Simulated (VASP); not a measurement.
# Ti: relaxation of cell and atoms with PBE

The system is Ti.

```
Ti
1.0
     2.32495    0.00000    0.00000
    -1.16248    2.01347    0.00000
     0.00000    0.00000    4.36335
Ti
2
Direct
  0.33333 0.66667 0.25000
  0.66667 0.33333 0.75000
```

| Quantity | Value |
| --- | --- |
| Program | VASP 6.6.1 |
| Task | relaxation of cell and atoms |
| Functional | PBE |
| Potentials or basis | VASP PAW PBE potentials, release 64 (Ti_sv) |
| Cutoff | 600 eV |
| k mesh | 18 × 18 × 10 |
| Occupations | fermi-dirac, width 0.1 eV |
| Spin | no spin polarisation |
| Target pressure | 130 GPa |
| Dipole correction | no |
| Further INCAR settings | ALGO = Normal; EDIFF = 1e-06; IBRION = 2; EDIFFG = -0.005; NSW = 32; ISIF = 3 |

- Relaxed volume: 10.21 Å³/atom
- Relaxed cell: a = 2.340 Å, b = 2.340 Å, c = 4.307 Å, α = 90.00°, β = 90.00°, γ = 120.00°
- Space group after relaxing (to 0.1 Å): P6_3/mmc (No. 194)
- Energy change on relaxing (the run minimises the enthalpy): +0.5 meV/atom
- Ionic steps: 8
- Pressure after relaxing: 130.0 GPa
- Band gap on the k mesh: zero (bands 12 and 13 overlap by 1.61 eV)

Step by step:
```tsv
step	energy change (eV)	largest force (eV/Å)	pressure (GPa)	volume (Å³)
1	0.0000	0.0000	129.25	20.43
2	0.1136	0.0000	132.78	20.28
3	0.0777	0.0000	131.60	20.33
4	0.0431	0.0000	131.08	20.37
5	0.0165	0.0000	130.50	20.40
6	-0.0352	0.0000	129.39	20.47
7	-0.0032	0.0000	129.77	20.43
8	0.0010	0.0000	129.98	20.42
```

Final structure:
```
Ti
1.0
     2.33978    0.00000    0.00000
    -1.16989    2.02631    0.00000
     0.00000    0.00000    4.30732
Ti
2
Direct
  0.33333 0.66667 0.25000
  0.66667 0.33333 0.75000
```

Levels at points of the mesh, in eV from the Fermi level:
```tsv
k point	band 9	band 10	band 11	band 12	band 13	band 14	band 15	band 16
(0.00, 0.00, 0.00)	-6.42	-3.56	-0.43	1.26	1.26	1.84	1.84	2.02
(0.50, 0.00, 0.00)	-4.13	-4.02	-3.20	0.11	1.56	1.76	1.82	6.13
(0.00, 0.00, 0.50)	-4.03	-4.03	-0.76	-0.76	1.34	1.34	1.34	1.34
(0.50, 0.00, 0.50)	-4.37	-4.37	-2.47	-2.47	3.62	3.62	4.21	4.21
```

Wall time 3.2 min on 1 thread of AMD EPYC 9R45 96-Core Processor (Zen 5), on a shared host, peak memory 0.18 GiB.

Caveat: the cell is relaxed towards a set pressure, so the run minimises the enthalpy, not the energy.
